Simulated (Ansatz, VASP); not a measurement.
**One calculation of KCl, two programs**

The input INCAR:

```
SYSTEM = KCl
PREC = Accurate
ENCUT = 520
EDIFF = 1E-8
ISMEAR = -1
SIGMA = 0.03
LREAL = .FALSE.
LASPH = .TRUE.
NELM = 60
ALGO = Normal
ISIF = 2
LWAVE = .FALSE.
LCHARG = .FALSE.
GGA = PE
LEFG = .TRUE.
NBANDS = 15
```

KPOINTS

```
regular mesh
0
G
  7 7 7
  0 0 0
```

POSCAR

```
KCl
1.0
    0.0000000000      3.2045340317      3.0614170000
    3.2045340317      0.0000000000      3.0614170000
    3.2045340317      3.2045340317      0.0000000000
K Cl
1 1
Direct
    0.0000000000      0.0000000000      0.0000000000
    0.5000000000      0.5000000000      0.5000000000
```

Input for Ansatz:

```yaml
crystal:
  lattice:
    - [0.0, 3.2045340317, 3.061417]
    - [3.2045340317, 0.0, 3.061417]
    - [3.2045340317, 3.2045340317, 0.0]
  atoms:
    - { symbol: K, position: [0.0, 0.0, 0.0] }
    - { symbol: Cl, position: [0.5, 0.5, 0.5] }
kpoints:
  mp_grid: { grid: [7, 7, 7] }
scf:
  occupations: { method: fermi_dirac, width: 0.03 }
hamiltonian:
  xc: pbe
  pseudopotentials: { kind: all_electron, datasets: crystal }
output:
  forces: true
  stress: true
  eigenvalues: true
  efg: { contact_densities: true }
```

Change from the starting cell: z stretched by -3 % at fixed volume, crystal datasets.

Alike in both runs: task electric field gradients; functional PBE; k mesh 7 × 7 × 7; occupations fermi-dirac, width 0.03 eV; no spin polarisation.

|  | VASP | Ansatz |
| --- | --- | --- |
| version | VASP 6.6.1 | Ansatz 0.2.0 |
| potentials or method | VASP PAW PBE potentials, release 64 (K_sv, Cl), cutoff 520 eV | all-electron PAW with datasets made for the crystal, scalar-relativistic |

|  | VASP | Ansatz | Ansatz less VASP |
| --- | --- | --- | --- |
| gap on the k mesh at the Fermi level (eV) | 5.13 | 5.13 | +0.002 |
| pressure (GPa) | 0.7 | 0.7 | -0.02 |
| traceless stress, the component that is largest in VASP (GPa) | 1.22 | 1.20 | -0.023 |
| size of Vzz on the site where it differs most (V/Å²) | 9.1 | 8.9 | -0.18 |

Ansatz ran all-electron here, and VASP with PAW potentials.
